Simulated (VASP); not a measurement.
Pd:

```
Pd
1.0
    -1.52697    1.52697    1.52697
     1.52697   -1.52697    1.52697
     1.52697    1.52697   -1.52697
Pd
1
Direct
  0.00000 0.00000 0.00000
```

Base run:

| Item | Value |
| --- | --- |
| Program | VASP 6.6.1 |
| Functional | r2SCAN |
| Potentials or basis | VASP PAW PBE potentials, release 64 (Pd) |
| Cutoff | 520 eV |
| k mesh | 12 × 12 × 12 |
| Occupations | fermi-dirac, width 0.05 eV |
| Spin | no spin polarisation |

Its results: band gap on the k mesh zero (band 5 reaches 10.90 eV, above the bottom of band 6 at 8.98 eV); pressure 12.1 GPa.

Question: The run is repeated on the same cell with these changes: potentials or basis from VASP PAW PBE potentials, release 64 (Pd) to VASP PAW PBE potentials, release 64 (Pd_sv_GW); cutoff from 520 eV to 590 eV; further incar settings from ALGO = Normal; EDIFF = 1e-06; NBANDS = 11 to ALGO = Normal; EDIFF = 1e-06; NBANDS = 15; valence electrons from 10 to 18. What comes out?

Answer: Band gap on the k mesh zero (band 9 reaches 9.49 eV, above the bottom of band 10 at 7.58 eV); pressure 9.9 GPa.

Caveats: the PAW data sets were made with another functional, which shifts forces and pressure a little.
